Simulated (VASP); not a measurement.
# Hf2C (R-3m) in VASP: notebook

The runs below take Hf2C through single point, relaxation of cell and atoms, with PBE.

Everything below comes from runs of VASP 6.6.1. Logs are shortened: lines on timing, memory, paths and dates and some standing lists are left out, and cuts for length are marked.

## (1) The cell of the first run

The structure is trigonal, space group R-3m (No. 166). Conventional cell: a = 4.169 Å, b = 4.169 Å, c = 9.296 Å, α = 90.00°, β = 90.00°, γ = 120.00°. Within 3.1 Å of Hf (site symmetry 3m) lie 4 C at 2.34 to 2.52 Å and 6 Hf at 2.84 to 2.88 Å. Within 3.1 Å of C (site symmetry -3m) lie 8 Hf at 2.34 to 2.52 Å.

## (2) Single point, PBE

File INCAR:

```
  ALGO = Normal
  EDIFF = 1E-6
  ENCUT = 520
  GGA = PE
  ISIF = 2
  ISMEAR = 0
  LASPH = True
  LCHARG = False
  LREAL = False
  LWAVE = False
  NBANDS = 19
  NELM = 100
  PREC = Accurate
  SIGMA = 0.1
```

File KPOINTS:

```
k-points
0
Gamma
  6 6 6
```

File POSCAR:

```
Hf2C
1.0
    2.0844347174      1.2034489452      3.0987983627
   -2.0844347174      1.2034489452      3.0987983627
    0.0000000000     -2.4068978904      3.0987983627
Hf C
2 1
Direct
    0.2519179029      0.2519179029      0.2519179029
    0.7480820971      0.7480820971      0.7480820971
    0.0000000000      0.0000000000      0.0000000000
```

Potentials or basis: VASP PAW PBE potentials, release 64 (Hf_pv, C).

Launch:

```bash
$ cat potpaw_PBE.64/Hf_pv/POTCAR potpaw_PBE.64/C/POTCAR > POTCAR
$ mpirun -np 1 vasp_std > vasp.out
```

OUTCAR:

```text
EDIFF = 1E-6
   ENCUT = 520
   GGA = PE
   ISIF = 2
   ISMEAR = 0
   LASPH = True
   LREAL = False
   NELM = 100
   PREC = Accurate

 ion  position               nearest neighbor table
   1  0.252  0.252  0.252-   3 2.34   3 2.52   3 2.52   3 2.52   2 2.84   2 2.84   2 2.84   2 2.88
                             2 2.88   2 2.88
   2  0.748  0.748  0.748-   3 2.34   3 2.52   3 2.52   3 2.52   1 2.84   1 2.84   1 2.84   1 2.88
                             1 2.88   1 2.88
   3  0.000  0.000  0.000-   1 2.34   2 2.34   2 2.52   2 2.52   1 2.52   1 2.52   2 2.52   1 2.52

  LATTYP: Found a trigonal (rhomboedric) cell.
 ALAT       =     3.9237365798
 COS(alpha) =     0.4355741379

  Lattice vectors:

 A1 = (   2.0844347174,   1.2034489452,   3.0987983627)
 A2 = (  -2.0844347174,   1.2034489452,   3.0987983627)
 A3 = (   0.0000000000,  -2.4068978904,   3.0987983627)

Analysis of symmetry for initial positions (statically):
=====================================================================
 Subroutine PRICEL returns:
 Original cell was already a primitive cell.

 Routine SETGRP: Setting up the symmetry group for a
 trigonal (rhombohedral) supercell.

 Subroutine GETGRP returns: Found 12 space group operations
 (whereof 12 operations were pure point group operations)
 out of a pool of 12 trial point group operations.

The static configuration has the point symmetry D_3d.

Analysis of symmetry for dynamics (positions and initial velocities):
=====================================================================
 Subroutine PRICEL returns:
 Original cell was already a primitive cell.

 Routine SETGRP: Setting up the symmetry group for a
 trigonal (rhombohedral) supercell.

 Subroutine GETGRP returns: Found 12 space group operations
 (whereof 12 operations were pure point group operations)
 out of a pool of 12 trial point group operations.

The dynamic configuration has the point symmetry D_3d.

 Subroutine INISYM returns: Found 12 space group operations
 (whereof 12 operations are pure point group operations),
 and found     1 'primitive' translations

----------------------------------------------------------------------------------------

                                     Primitive cell

  volume of cell :      46.6402

  direct lattice vectors                    reciprocal lattice vectors
     2.084434717  1.203448945  3.098798363     0.239873188  0.138490849  0.107568578
    -2.084434717  1.203448945  3.098798363    -0.239873188  0.138490849  0.107568578
     0.000000000 -2.406897890  3.098798363     0.000000000 -0.276981699  0.107568578

  length of vectors
     3.923736580  3.923736580  3.923736580     0.297136098  0.297136098  0.297136098

  position of ions in fractional coordinates (direct lattice)
     0.251917903  0.251917903  0.251917903
     0.748082097  0.748082097  0.748082097
     0.000000000  0.000000000  0.000000000

  ion indices of the primitive-cell ions
   primitive index   ion index
                 1           1
                 2           2
                 3           3

----------------------------------------------------------------------------------------

 KPOINTS: k-points

Automatic generation of k-mesh.
 Grid dimensions read from file:
 generate k-points for:    6    6    6

 Generating k-lattice:

  Cartesian coordinates                     Fractional coordinates (reciprocal lattice)
     0.039978865  0.023081808  0.017928096     0.166666667 -0.000000000  0.000000000
    -0.039978865  0.023081808  0.017928096    -0.000000000  0.166666667  0.000000000
     0.000000000 -0.046163616  0.017928096     0.000000000  0.000000000  0.166666667

  Length of vectors
     0.049522683  0.049522683  0.049522683

  Shift w.r.t. Gamma in fractional coordinates (k-lattice)
     0.000000000  0.000000000  0.000000000

 Subroutine IBZKPT returns following result:
 ===========================================

 Found     32 irreducible k-points:

 Following reciprocal coordinates:
            Coordinates               Weight
  0.000000  0.000000  0.000000      1.000000
  0.166667  0.000000 -0.000000      6.000000
  0.333333  0.000000  0.000000      6.000000
  0.500000  0.000000  0.000000      3.000000
  0.166667  0.166667  0.000000      6.000000
  0.333333  0.166667  0.000000     12.000000
[... 16 lines left out ...]
  0.500000  0.500000  0.166667      6.000000
 -0.333333  0.500000  0.166667     12.000000
 [... further k-points ...]
   k-points           NKPTS =     32   k-points in BZ     NKDIM =     32   number of bands    NBANDS=     19
   number of dos      NEDOS =    301   number of ions     NIONS =      3
   total plane-waves  NPLWV =  27000
   dimension x,y,z NGX =    30 NGY =   30 NGZ =   30
   dimension x,y,z NGXF=    60 NGYF=   60 NGZF=   60
   ions per type =               2   1
   NGX,Y,Z   is equivalent  to a cutoff of  12.71, 12.71, 12.71 a.u.
   NGXF,Y,Z  is equivalent  to a cutoff of  25.42, 25.42, 25.42 a.u.
 SYSTEM =  unknown system
   PREC   = accura    normal or accurate (medium, high low for compatibility)
   ISTART =      0    job   : 0-new  1-cont  2-samecut
   ICHARG =      2    charge: 1-file 2-atom 10-const
   ISPIN  =      1    spin polarized calculation?
   LNONCOLLINEAR =      F non collinear calculations
   LSORBIT =      F    spin-orbit coupling
   LASPH  =      T    aspherical Exc in radial PAW
   ENCUT  =  520.0 eV  38.22 Ry    6.18 a.u.   7.30  7.30  7.30*2*pi/ulx,y,z
   NELM   =    100;   NELMIN=  2; NELMDL= -5     # of ELM steps
   EDIFF  = 0.1E-05   stopping-criterion for ELM
   LREAL  =      F    real-space projection
   EDIFFG = 0.1E-04   stopping-criterion for IOM
   NSW    =      0    number of steps for IOM
   IBRION =     -1    ionic relax: 0-MD 1-quasi-New 2-CG
   NFREE  =      0    steps in history (QN), initial steepest desc. (CG)
   ISIF   =      2    stress and relaxation
   ISYM   =      2    0-nonsym 1-usesym 2-fastsym
   POTIM  = 0.5000    time-step for ionic-motion
   TEBEG  =    0.0;   TEEND  =   0.0 temperature during run
   PSTRESS=    0.0 pullay stress
   NELECT =      24.0000    total number of electrons
   NUPDOWN=      -1.0000    fix difference up-down
   EMIN   =  10.00;   EMAX   =-10.00  energy-range for DOS
   EFERMI =   0.00;   METHOD = LEGACY
   ISMEAR =     0;   SIGMA  =   0.10  broadening in eV -4-tet -1-fermi 0-gaus
   EFERMI_NEDOS =   21; number of points for ismear=-14 and -15
   IALGO  =     38    algorithm
   IMIX   =      4    mixing-type and parameters
     AMIX     =   0.40;   BMIX     =  1.00
     AMIX_MAG =   1.60;   BMIX_MAG =  1.00
  volume/ion in A,a.u.               =      15.55       104.91
  Fermi-wavevector in a.u.,A,eV,Ry     =   1.311873  2.479080 23.415766  1.721010
  Thomas-Fermi vector in A             =   2.442304
   LORBIT       =      0    0 simple, 1 ext, 2 COOP (PROOUT), +10 PAW based schemes
   GGA     = PE    functional components
   LHFCALC =     F    Hartree Fock is set to
   AEXX    =    0.0000 exact exchange contribution
   IVDW    =     0    specifies the selected vdW correction
   LEPSILON=     F    determine dielectric tensor
   LRPA    =     F    only Hartree local field effects (RPA)
 non-spin polarized calculation
 Gauss-broadening in eV      SIGMA  =   0.10
  energy-cutoff  :      520.00
  volume of cell :       46.64
 maximum number of plane-waves:      1290
 NGX is ok and might be reduce to    30
   NGX = 15   NGY = 15   NGZ = 15

 number of electron      23.9999998 magnetization

 Free energy of the ion-electron system (eV)
  ---------------------------------------------------
  ext. energy  EPLUGINS =         0.00000000
  ---------------------------------------------------
  free energy    TOTEN  =       -28.73162746 eV

  energy without entropy =      -28.72075386  energy(sigma->0) =      -28.72619066

 E-fermi :   6.0405     XC(G=0): -11.8658

 val. band max:        6.0134724920   @ k =   0.5000   0.0000   0.0000
 cond. band min:       6.0485617343   @ k =   0.1667   0.0000  -0.0000
 fundamental gap:      0.0350892422
 Fermi energy:         6.0405094180

 k-point     1 :       0.0000    0.0000    0.0000
  band No.  band energies     occupation
      1     -24.8325      2.00000
      2     -24.8325      2.00000
      3     -24.6872      2.00000
      4     -24.0278      2.00000
      5     -23.9544      2.00000
      6     -23.9544      2.00000
[... 11 lines left out ...]
     18      12.3817      0.00000
     19      12.3817      0.00000

 k-point     2 :       0.1667    0.0000   -0.0000
  band No.  band energies     occupation
      1     -24.7919      2.00000
      2     -24.7806      2.00000
      3     -24.6534      2.00000
      4     -24.0856      2.00000
      5     -24.0338      2.00000
      6     -24.0192      2.00000
[... 11 lines left out ...]
     18      12.3654      0.00000
     19      12.6654      0.00000

 k-point     3 :       0.3333    0.0000    0.0000
  band No.  band energies     occupation
      1     -24.6741      2.00000
      2     -24.6358      2.00000
      3     -24.5516      2.00000
      4     -24.2584      2.00000
      5     -24.2043      2.00000
      6     -24.1899      2.00000
[... 11 lines left out ...]
     18      10.0066      0.00000
     19      10.5229      0.00000

 k-point     4 :       0.5000    0.0000    0.0000
  band No.  band energies     occupation
      1     -24.5054      2.00000
      2     -24.4757      2.00000
      3     -24.4674      2.00000
      4     -24.3961      2.00000
      5     -24.3721      2.00000
      6     -24.3711      2.00000
[... 11 lines left out ...]
     18       8.8128      0.00000
     19      11.7370      0.00000

 k-point     5 :       0.1667    0.1667    0.0000
  band No.  band energies     occupation
      1     -24.8744      2.00000
      2     -24.7870      2.00000
      3     -24.5363      2.00000
      4     -24.2867      2.00000
      5     -23.9741      2.00000
      6     -23.9287      2.00000
[... 11 lines left out ...]
     18      12.3931      0.00000
     19      12.6170      0.00000

 k-point     6 :       0.3333    0.1667    0.0000
  band No.  band energies     occupation
      1     -24.8608      2.00000
      2     -24.7634      2.00000
      3     -24.5640      2.00000
      4     -24.3119      2.00000
      5     -24.0112      2.00000
      6     -23.9822      2.00000
[... 11 lines left out ...]
     18      11.1647      0.00000
     19      11.9460      0.00000

 k-point     7 :       0.5000    0.1667    0.0000
  band No.  band energies     occupation
      1     -24.7910      2.00000
      2     -24.7321      2.00000
      3     -24.6467      2.00000
      4     -24.1676      2.00000
      5     -24.1424      2.00000
      6     -24.0968      2.00000
[... 11 lines left out ...]
     18       9.9886      0.00000
     19      11.8361      0.00000

 k-point     8 :      -0.3333    0.1667   -0.0000
  band No.  band energies     occupation
      1     -24.8923      2.00000
      2     -24.5249      2.00000
      3     -24.4698      2.00000
      4     -24.3817      2.00000
      5     -24.3324      2.00000
      6     -23.9532      2.00000
[... 256 lines left out ...]
 k-point    20 :       0.5000    0.3333    0.1667
  band No.  band energies     occupation
      1     -24.9549      2.00000
      2     -24.8265      2.00000
      3     -24.6561      2.00000
      4     -24.1970      2.00000
      5     -24.0751      2.00000
      6     -23.8736      2.00000
[... 11 lines left out ...]
     18      11.3119      0.00000
     19      11.7272      0.00000

 k-point    21 :      -0.3333    0.3333    0.1667
  band No.  band energies     occupation
      1     -24.9733      2.00000
      2     -24.9437      2.00000
      3     -24.4592      2.00000
      4     -24.4024      2.00000
      5     -23.9093      2.00000
      6     -23.8999      2.00000
[... 11 lines left out ...]
     18      10.6710      0.00000
     19      12.1406      0.00000

 k-point    22 :      -0.1667    0.3333    0.1667
  band No.  band energies     occupation
      1     -24.9597      2.00000
      2     -24.8134      2.00000
      3     -24.6488      2.00000
      4     -24.1816      2.00000
      5     -24.0649      2.00000
      6     -23.8746      2.00000
[... 11 lines left out ...]
     18      10.6479      0.00000
     19      11.5428      0.00000

 k-point    23 :       0.5000    0.5000    0.1667
  band No.  band energies     occupation
      1     -25.0388      2.00000
      2     -24.9233      2.00000
      3     -24.8425      2.00000
      4     -23.9799      2.00000
      5     -23.9302      2.00000
      6     -23.8663      2.00000
[... 11 lines left out ...]
     18      11.5045      0.00000
     19      12.1625      0.00000

 k-point    24 :      -0.3333    0.5000    0.1667
  band No.  band energies     occupation
      1     -25.0868      2.00000
      2     -24.9952      2.00000
      3     -24.6881      2.00000
      4     -24.1569      2.00000
      5     -23.8484      2.00000
      6     -23.8013      2.00000
[... 11 lines left out ...]
     18      11.2816      0.00000
     19      12.0246      0.00000

 [... further k-points ...]
[... 5 lines left out ...]
  --------------------------------------------------------------------------------------
  -------------------------------------------------------------------------------------
  Total       -0.2523522     -0.2523522     -0.2079608      0.0000000     -0.0000000      0.0000000
  in kB       -8.6687640     -8.6687640     -7.1438370      0.0000000     -0.0000000      0.0000000
  external PRESSURE =      -8.1604550 kB  Pullay stress =       0.0000000 kB

 VOLUME and BASIS-vectors are now :
 -----------------------------------------------------------------------------
  energy-cutoff  :      520.00
  volume of cell :       46.64
      direct lattice vectors                 reciprocal lattice vectors
     2.084434717  1.203448945  3.098798363     0.239873188  0.138490849  0.107568578
    -2.084434717  1.203448945  3.098798363    -0.239873188  0.138490849  0.107568578
     0.000000000 -2.406897890  3.098798363     0.000000000 -0.276981699  0.107568578

 POSITION                                       TOTAL-FORCE (eV/Angst)
 -----------------------------------------------------------------------------------
      0.00000      0.00000      2.34193        -0.000000     -0.000000     -0.014599
      0.00000      0.00000      6.95447        -0.000000      0.000000      0.014599
      0.00000      0.00000      0.00000         0.000000      0.000000     -0.000000
 -----------------------------------------------------------------------------------
    total drift:                                0.000000     -0.000000      0.000000

  FREE ENERGIE OF THE ION-ELECTRON SYSTEM (eV)
  ---------------------------------------------------
  free  energy   TOTEN  =       -28.7316274629 eV

  energy  without entropy=      -28.7207538650  energy(sigma->0) =      -28.72619066
```

Wall time 12 s (1 thread of Intel Xeon 6975P-C (Granite Rapids), shared host); peak memory 0.18 GiB.

Results:

```
Free energy            : -28.7316 eV
Pressure               : -0.8 GPa
Largest force          : 0.015 eV/Å
Band gap on the k mesh : zero (band 12 reaches 6.46 eV, above the bottom of band 13 at 4.92 eV)
```

Forces in eV/Å, atoms in the order of the input:
```
Hf   0.000  0.000 -0.015
Hf   0.000  0.000  0.015
C    0.000  0.000  0.000
```

Levels at points of the mesh, in eV from the Fermi level:
```tsv
k point	band 8	band 9	band 10	band 11	band 12	band 13	band 14	band 15	band 16	band 17
(0.00, 0.00, 0.00)	-4.99	-4.99	-4.58	-2.06	-2.06	-1.12	4.70	4.70	5.46	5.86
(0.50, 0.00, 0.00)	-5.17	-3.67	-3.43	-0.03	0.42	0.80	1.48	1.88	2.19	2.45
(0.50, 0.50, 0.00)	-6.02	-2.64	-2.51	-2.44	-1.28	-0.83	3.13	3.17	3.27	3.39
(0.50, 0.50, 0.50)	-4.51	-3.58	-3.58	-0.38	0.20	0.20	2.01	2.47	2.47	2.74
```

Caveat: spin-orbit coupling is left out, which moves the levels of the heavy elements.

## (3) Single point, PBE

This run uses another cell than the first one, of 17.48 Å³/atom, 1.125 times its volume.

File INCAR:

```
SYSTEM = Hf2C
  ALGO = Normal
  EDIFF = 1E-6
  ENCUT = 520
  GGA = PE
  ISIF = 2
  ISMEAR = 0
  LASPH = .True.
  LCHARG = .True.
  LELF = .True.
  LREAL = .False.
  LVHAR = .True.
  LWAVE = .False.
  NBANDS = 19
  NELM = 80
  PREC = Accurate
  SIGMA = 0.1
```

File KPOINTS:

```
k-points
0
Gamma
  6 6 6
  0 0 0
```

File POSCAR:

```
Hf2C
1.0
    2.2386030900      1.2924581000      3.0212059100
   -2.2386030900      1.2924581000      3.0212059100
    0.0000000000     -2.5849162000      3.0212059100
Hf C
2 1
Direct
    0.2032343100      0.2032343100      0.2032343100
    0.7967656900      0.7967656900      0.7967656900
    0.0000000000      0.0000000000      0.0000000000
```

Potentials or basis: VASP PAW PBE potentials, release 64 (Hf_pv, C).

Launch:

```bash
$ cat potpaw_PBE.64/Hf_pv/POTCAR potpaw_PBE.64/C/POTCAR > POTCAR
$ mpirun -np 1 vasp_std > vasp.out
```

It took 14 s on 1 thread of Intel Xeon 6975P-C (Granite Rapids), shared host; peak memory 0.18 GiB.

The run converged. Its results:

```
Free energy            : -24.5258 eV
Pressure               : 33.4 GPa
Largest force          : 9.001 eV/Å
Band gap on the k mesh : zero (band 12 reaches 5.18 eV, above the bottom of band 13 at 4.47 eV)
```

Forces in eV/Å, atoms in the order of the input:
```
Hf   0.000  0.000  9.001
Hf   0.000  0.000 -9.001
C    0.000  0.000  0.000
```

Stress tensor (GPa, compression positive):
```
13.09  0.00  0.00
 0.00 13.09  0.00
 0.00  0.00 74.11
```

Levels at points of the mesh, in eV from the Fermi level:
| k point | band 9 | band 10 | band 11 | band 12 | band 13 | band 14 | band 15 | band 16 |
| --- | --- | --- | --- | --- | --- | --- | --- | --- |
| (0.00, 0.00, 0.00) | -4.58 | -2.84 | -2.80 | 0.18 | 0.18 | 2.88 | 2.88 | 3.78 |
| (0.50, 0.00, 0.00) | -4.54 | -2.43 | -0.77 | -0.71 | 0.14 | 1.47 | 2.90 | 3.44 |
| (0.50, 0.50, 0.00) | -2.31 | -2.28 | -2.10 | -0.01 | 0.09 | 0.99 | 2.01 | 2.05 |
| (0.50, 0.50, 0.50) | -2.73 | -2.73 | -2.08 | 0.38 | 0.38 | 0.67 | 1.03 | 1.03 |

Caveat: spin-orbit coupling is left out, which moves the levels of the heavy elements; forces of over 1 eV/Å act on the atoms, so gaps and moduli don't describe the material at rest.

[end of part 1 of 2]
